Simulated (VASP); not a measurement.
A run of VASP 6.6.1:

Contents of INCAR:

```
PREC     = Accurate       # precision mode
ENCUT    = 520            # plane-wave cutoff, eV
EDIFF    = 1E-7           # SCF threshold, eV
ISMEAR   = 0              # smearing method
SIGMA    = 0.1            # smearing width, eV
LREAL    = F              # projectors in reciprocal space
LASPH    = T              # aspherical terms in the spheres
NELM     = 150            # most SCF steps
ALGO     = Normal         # electronic algorithm
ISIF     = 2              # what is computed and relaxed
LWAVE    = F              # write WAVECAR
LCHARG   = F              # write CHGCAR
ISPIN    = 2              # spin polarisation
MAGMOM   = 3 3 0 0 0 0 0 0 0 0 # initial moments
LORBIT   = 11             # projections on sites
LMAXMIX  = 4              # l up to which the mixer works
GGA      = PE             # functional
NBANDS   = 44             # bands
```

KPOINTS

```
Automatic mesh
0
Gamma
  4 4 4
```

POSCAR

```
CrCoC4N4
1.0
    5.9068706000      0.0000000000      0.0000000000
    0.0000000000      5.9068706000      0.0000000000
    0.0000000000      0.0000000000      5.9068706000
Cr Co C N
1 1 4 4
Direct
    0.0000000000      0.0000000000      0.0000000000
    0.5000000000      0.5000000000      0.5000000000
    0.1894243000      0.1894243000      0.1894243000
    0.1894243000      0.8105757000      0.8105757000
    0.8105757000      0.1894243000      0.8105757000
    0.8105757000      0.8105757000      0.1894243000
    0.3037826200      0.3037826200      0.3037826200
    0.3037826200      0.6962173800      0.6962173800
    0.6962173800      0.3037826200      0.6962173800
    0.6962173800      0.6962173800      0.3037826200
```

Potentials or basis: VASP PAW PBE potentials, release 64 (Cr_pv, Co, C, N).

Command:

```sh
$ cat potpaw_PBE.64/Cr_pv/POTCAR potpaw_PBE.64/Co/POTCAR potpaw_PBE.64/C/POTCAR potpaw_PBE.64/N/POTCAR > POTCAR
$ mpirun -np 1 vasp_std > vasp.out
```

Hardware: 1 thread of Intel(R) Xeon(R) 6975P-C (Granite Rapids) (shared host).

**Question.** Estimate the wall time of this run.

**Answer.** Run time: 3.9 min on 1 thread of Intel(R) Xeon(R) 6975P-C (Granite Rapids) (shared host), peak memory 0.5 GiB. Counts: scf iterations 26, k points 10.
